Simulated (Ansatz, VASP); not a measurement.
One calculation of ZnSe, two programs

INCAR

```
SYSTEM = ZnSe
PREC = Accurate ; ENCUT = 600
EDIFF = 1E-7 ; ISMEAR = -1
SIGMA = 0.02 ; LREAL = .False.
LASPH = .True. ; NELM = 80
ALGO = Normal ; ISIF = 3
LWAVE = .False. ; LCHARG = .False.
GGA = CA ; IBRION = 2
NSW = 80 ; EDIFFG = -0.01
```

The input KPOINTS:

```
regular mesh
0
Gamma
  8 8 8
  0 0 0
```

Contents of POSCAR:

```
ZnSe
1.0
    0.0000000000      2.8338000000      2.8338000000
    2.8338000000      0.0000000000      2.8338000000
    2.8338000000      2.8338000000      0.0000000000
Zn Se
1 1
Direct
    0.0000000000      0.0000000000      0.0000000000
    0.2500000000      0.2500000000      0.2500000000
```

Input for Ansatz:

```yaml
crystal:
  lattice:
    - [0.0, 2.8338, 2.8338]
    - [2.8338, 0.0, 2.8338]
    - [2.8338, 2.8338, 0.0]
  atoms:
    - { symbol: Zn, position: [0.0, 0.0, 0.0] }
    - { symbol: Se, position: [0.25, 0.25, 0.25] }
  symmetry: { tolerance: 0.0003 }
hamiltonian:
  xc: lda
  pseudopotentials: { kind: paw, azcp: { folder: soft_1 } }
basis:
  ecutwfc: 420
magnetization:
  spin_polarized: false
scf:
  occupations: { method: fermi_dirac, width: 0.02 }
kpoints:
  mp_grid: { grid: [8, 8, 8], shift: [0, 0, 0] }
output:
  forces: true
  stress: true
  eigenvalues: true
relax:
  max_steps: 60
  cell: {}
```

Alike in both runs: task relaxation of cell and atoms; functional LDA; k mesh 8 × 8 × 8; occupations fermi-dirac, width 0.02 eV; no spin polarisation.

|  | VASP | Ansatz |
| --- | --- | --- |
| version | VASP 6.6.1 | Ansatz 0.2.0 |
| potentials or method | VASP PAW LDA potentials, release 64 (Zn, Se), cutoff 600 eV | PAW plane waves |
| valence electrons in the cell | 18 | 28 |

|  | VASP | Ansatz | Ansatz less VASP |
| --- | --- | --- | --- |
| gap on the k mesh at the Fermi level, each at its own relaxed structure (eV) | 1.27 | 1.25 | -0.024 |
| relaxed volume (Å³/atom) | 21.67 | 21.57 | -0.102 |
| relaxed cell length with the largest relative difference (Å) | 3.943 | 3.937 | -0.0062 |

Ansatz warns that its potentials were made for another functional, while VASP's fit it. LDA's correlation is that of Perdew and Zunger in VASP and of Perdew and Wang (1992) in Ansatz. VASP's potentials hold 18 valence electrons a cell and Ansatz's 28, so a difference there can come from the potentials and not from the codes.
